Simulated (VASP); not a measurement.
Here is a VASP 6.6.1 calculation.

INCAR

```
SYSTEM = KZnF3
  ALGO = Normal
  EDIFF = 1E-6
  ENCUT = 520
  GGA = PE
  ISIF = 2
  ISMEAR = 0
  LASPH = .True.
  LCHARG = .False.
  LREAL = .False.
  LWAVE = .False.
  NBANDS = 29
  NELM = 100
  PREC = Accurate
  SIGMA = 0.05
```

Contents of KPOINTS:

```
k-points
0
Gamma
  6 6 6
  0 0 0
```

File POSCAR:

```
KZnF3
1.0
    4.0500000000      0.0000000000      0.0000000000
    0.0000000000      4.0500000000     -0.0202500000
    0.0000000000     -0.0202500000      4.0500000000
K Zn F
1 1 3
Direct
    0.0000000000      0.0000000000      0.0000000000
    0.5000000000      0.5000000000      0.5000000000
    0.5000000000      0.5000000000      0.0000000000
    0.0000000000      0.5000000000      0.5000000000
    0.5000000000      0.0000000000      0.5000000000
```

Potentials or basis: VASP PAW PBE potentials, release 64 (K_sv, Zn, F).

Launch:

```console
$ cat potpaw_PBE.64/K_sv/POTCAR potpaw_PBE.64/Zn/POTCAR potpaw_PBE.64/F/POTCAR > POTCAR
$ mpirun -np 1 vasp_std > vasp.out
```

What does it give for the pressure?

5.0 GPa.

Predict the band gap on the k mesh.

3.79 eV (least direct gap 5.63 eV).

Stress tensor (GPa, compression positive):
```
4.96 0.00 0.00
0.00 4.97 0.34
0.00 0.34 4.97
```

Caveat: the cell differs from its parent crystal (strain -0.0100 x Voigt [0, 0, 0, 1, 0, 0]); the cell stands under pressure. A k mesh can miss the band edges.
